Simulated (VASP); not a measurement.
ScSbSe3:

```
Sc Sb Se
1.0
     4.47447    0.00000    0.00000
     0.00000    4.47447    0.00000
     0.00000    0.00000    7.48943
Sc Sb Se
1 1 3
Direct
  0.50000 0.50000 0.00000
  0.00000 0.00000 0.00000
  0.00000 0.00000 0.27778
  0.00000 0.00000 0.72222
  0.50000 0.50000 0.50000
```

The cell was generated, and may not be a known phase.

| Property | Result |
| --- | --- |
| Program | VASP 6.6.1 |
| Task | relaxation of cell and atoms |
| Functional | PBE |
| Potentials or basis | VASP PAW PBE potentials, release 64 (Sc_sv, Sb, Se) |
| Cutoff | 600 eV |
| k mesh | 4 × 4 × 2 |
| Occupations | gaussian, width 0.1 eV |
| Spin | no spin polarisation |

At the start: pressure 13.3 GPa; volume 29.99 Å³/atom.

Question: How do energy, volume and symmetry change on relaxing?

Answer: Over 19 steps the energy falls by 1156.3 meV/atom and the volume is 26.33 Å³/atom (-12.2 %); space group P4/mmm (No. 123, to 0.1 Å) before and after.

Step by step:
| step | energy change (eV) | largest force (eV/Å) | pressure (GPa) | volume (Å³) |
| --- | --- | --- | --- | --- |
| 1 | 0.0000 | 11.8289 | 13.27 | 149.95 |
| 2 | -3.0623 | 1.4913 | -7.68 | 200.19 |
| 3 | -3.0999 | 1.2657 | -7.77 | 197.72 |
| 4 | -3.1612 | 0.9657 | -7.87 | 195.04 |
| 5 | -4.3029 | 0.3090 | -7.79 | 173.21 |
| 6 | -4.4166 | 2.1209 | -4.56 | 161.76 |
| 7 | -4.5078 | 0.9895 | -6.69 | 167.18 |
| 8 | -4.5174 | 1.2319 | -6.25 | 165.74 |
| 9 | -5.4754 | 1.0908 | -3.38 | 142.70 |
| 10 | -5.6725 | 0.7598 | 0.11 | 131.09 |
| 11 | -5.6732 | 0.7105 | 0.60 | 129.89 |
| 12 | -5.7355 | 0.3755 | 0.49 | 129.91 |
| 13 | -5.7503 | 0.6921 | 0.97 | 129.88 |
| 14 | -5.7687 | 0.0296 | 0.55 | 129.90 |
| 15 | -5.7716 | 0.2181 | 0.68 | 129.90 |
| 16 | -5.7719 | 0.1434 | 0.64 | 129.90 |
| 17 | -5.7799 | 0.0683 | -0.20 | 132.26 |
| 18 | -5.7810 | 0.0883 | 0.00 | 131.64 |
| 19 | -5.7815 | 0.0104 | -0.02 | 131.65 |

Final structure:
```
CELL_PARAMETERS angstrom
4.07396 0.00000 0.00000
0.00000 4.07396 0.00000
0.00000 0.00000 7.93196
ATOMIC_POSITIONS crystal
Sc 0.50000 0.50000 0.00000
Sb 0.00000 0.00000 0.00000
Se 0.00000 0.00000 0.33897
Se 0.00000 0.00000 0.66103
Se 0.50000 0.50000 0.50000
```

Caveat: the k points lie up to 0.40 Å⁻¹ apart in the final cell, too coarse for converged energies and pressures of a metal.
